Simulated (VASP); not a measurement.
Wanted: the native input for a VASP 6.6.1 run.

- Task: single point
- Functional: PBE
- Potentials or basis: VASP PAW PBE potentials, release 64 (Hf_pv)
- Cutoff: 520 eV
- k mesh: 12 × 12 × 12
- Occupations: fermi-dirac, width 0.1 eV
- Spin: no spin polarisation
- Dipole correction: no
- Further INCAR settings: ALGO = Normal; EDIFF = 1e-06; NBANDS = 17

The structure of Hf lies in POSCAR:

```
Hf
1.0
    0.0000000000      2.9737103565      2.9737103565
    2.9737103565      0.0000000000      2.9737103565
    2.9737103565      2.9737103565      0.0000000000
Hf
2
Direct
   -0.1250000000     -0.1250000000     -0.1250000000
    0.1250000000      0.1250000000      0.1250000000
```

This cell differs from its parent crystal: volume scaled by 0.75.

The input as run:

INCAR

```
SYSTEM = Hf
PREC = Accurate
ENCUT = 520
EDIFF = 1E-6
ISMEAR = -1
SIGMA = 0.1
LREAL = .False.
LASPH = .True.
NELM = 100
ALGO = Normal
ISIF = 2
LWAVE = .False.
LCHARG = .True.
GGA = PE
LELF = .True.
LVHAR = .True.
NBANDS = 17
```

KPOINTS

```
Automatic mesh
0
Gamma
  12 12 12
  0 0 0
```

Potentials or basis: VASP PAW PBE potentials, release 64 (Hf_pv).

Launch:

```sh
$ cat potpaw_PBE.64/Hf_pv/POTCAR > POTCAR
$ mpirun -np 1 vasp_std > vasp.out
```

Results of the run:

The pressure is 11.7 GPa and the band gap on the k mesh is zero (band 10 reaches 3.46 eV, above the bottom of band 11 at 3.00 eV).

Caveat: spin-orbit coupling is left out, which moves the levels of the heavy elements.

Wall time 73 s on 1 thread of AMD EPYC 7R13, with other jobs on the host, peak memory 0.18 GiB.
